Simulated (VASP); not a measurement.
A run of VASP 6.6.1 is set up as follows.

File INCAR:

```
SYSTEM = PbO
PREC = Accurate ; ENCUT = 520
EDIFF = 1E-6 ; ISMEAR = -1
SIGMA = 0.05 ; LREAL = .False.
LASPH = .True. ; NELM = 100
ALGO = Normal ; ISIF = 2
LWAVE = .False. ; LCHARG = .True.
GGA = PE ; LELF = .True.
LVHAR = .True. ; NBANDS = 28
```

KPOINTS

```
Automatic mesh
0
Gamma
  7 7 6
  0 0 0
```

The input POSCAR:

```
PbO
1.0
    3.9085485738      0.0000000000      0.0000000000
    0.0000000000      3.9085485738      0.0000000000
    0.0000000000      0.0000000000      4.9077264047
Pb O
2 2
Direct
    0.5000000000      0.0000000000      0.7600000000
    0.0000000000      0.5000000000      0.2400000000
    0.5000000000      0.5000000000      0.0000000000
    0.0000000000      0.0000000000      0.0000000000
```

Potentials or basis: VASP PAW PBE potentials, release 64 (Pb_d, O).

Launch:

```console
$ cat potpaw_PBE.64/Pb_d/POTCAR potpaw_PBE.64/O/POTCAR > POTCAR
$ mpirun -np 1 vasp_std > vasp.out
```

**Question.** Estimate the pressure.

**Answer.** 9.3 GPa.

**Question.** Estimate the band gap on the k mesh.

**Answer.** 1.31 eV, indirect (least direct gap 2.45 eV).

Forces on the atoms (eV/Å):
```
Pb   0.000  0.000 -0.914
Pb   0.000  0.000  0.914
O    0.000  0.000  0.000
O    0.000  0.000  0.000
```

Caveat: spin-orbit coupling is left out, which moves the levels of the heavy elements. A k mesh can miss the band edges.
